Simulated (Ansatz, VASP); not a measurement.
Two plane-wave programs on AlGa3N4

```
CELL_PARAMETERS angstrom
4.51186 0.00000 0.00000
0.00000 4.51186 0.00000
0.00000 0.00000 4.51186
ATOMIC_POSITIONS crystal
Al 0.00000 0.00000 0.00000
Ga 0.50000 0.50000 0.00000
Ga 0.50000 0.00000 0.50000
Ga 0.00000 0.50000 0.50000
N 0.75503 0.75503 0.24497
N 0.75503 0.24497 0.75503
N 0.24497 0.75503 0.75503
N 0.24497 0.24497 0.24497
```

Alike in both runs: functional PBEsol; k mesh 6 × 6 × 6; occupations gaussian, width 0.02 eV; no spin polarisation.

Ansatz relaxed the structure, and its values are those at the end. VASP's run is a single point on that final structure, the one shown.

|  | VASP | Ansatz |
| --- | --- | --- |
| version | VASP 6.6.1 | Ansatz 0.2.0 |
| potentials or method | VASP PAW PBE potentials, release 64 (Al, Ga_d, N), cutoff 520 eV | scalar-relativistic, plane waves, PAW |
| valence electrons in the cell | 62 | 62 |

|  | VASP | Ansatz | Ansatz less VASP |
| --- | --- | --- | --- |
| gap on the k mesh at the Fermi level (eV) | 2.11 | 2.09 | -0.017 |
| least direct gap on the mesh (eV) | 2.11 | 2.09 | -0.017 |
| pressure (GPa) | -5.4 | -5.3 | +0.11 |
| rms of the force components (eV/Å) | 0.003 | 0.001 | -0.0020 |

VASP's potentials were made for PBE, not for PBEsol. Ansatz's warnings: stress scf threshold loose.
